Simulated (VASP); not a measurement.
Write the native input for VASP 6.6.1 that does the following.

```yaml
Task: single point
Functional: PBE
Dispersion: D3(BJ)
Potentials_or_basis: VASP PAW PBE potentials, release 64 (Al, O)
Cutoff: 520 eV
k_mesh: 9 × 9 × 4
Occupations: gaussian, width 0.05 eV
Spin: no spin polarisation
Dipole_correction: no
Further_INCAR_settings: ALGO = Normal; EDIFF = 1e-06; NBANDS = 20
```

The structure of Al2O3 lies in POSCAR:

```
Al2O3
1.0
    2.9172793866      0.0000000000      0.0000000000
   -1.4586396933      2.5264380587      0.0000000000
    0.0000000000      0.0000000000      7.4236882398
Al O
2 3
Direct
    0.0000000000      0.0000000000      0.1907358529
    0.0000000000      0.0000000000      0.8092641471
    0.3333333333      0.6666666667      0.2977981479
    0.6666666667      0.3333333333      0.0000000000
    0.3333333333      0.6666666667      0.7022018521
```

One way to write it, as run:

INCAR

```
SYSTEM = Al2O3
ALGO = Normal
EDIFF = 1E-6
ENCUT = 520
GGA = PE
ISIF = 2
ISMEAR = 0
IVDW = 12
LASPH = .True.
LCHARG = .True.
LELF = .True.
LREAL = .False.
LVHAR = .True.
LWAVE = .False.
NBANDS = 20
NELM = 60
PREC = Accurate
SIGMA = 0.05
```

KPOINTS

```
k-points
0
Gamma
  9 9 4
  0 0 0
```

Potentials or basis: VASP PAW PBE potentials, release 64 (Al, O).

The run is started by

```console
$ cat potpaw_PBE.64/Al/POTCAR potpaw_PBE.64/O/POTCAR > POTCAR
$ mpirun -np 1 vasp_std > vasp.out
```

It gave:

| Quantity | Value |
| --- | --- |
| Pressure | -14.3 GPa |
| Largest force | 2.212 eV/Å |
| Band gap on the k mesh | 3.62 eV, indirect (least direct gap 3.68 eV) |
| Dispersion energy per atom | -0.184 eV |

Caveat: forces of over 1 eV/Å act on the atoms, so gaps and moduli don't describe the material at rest.

Wall time 40 s on 1 thread of Intel(R) Xeon(R) Platinum 8375C CPU @ 2.90GHz (Ice Lake), on a shared host, peak memory 0.19 GiB.
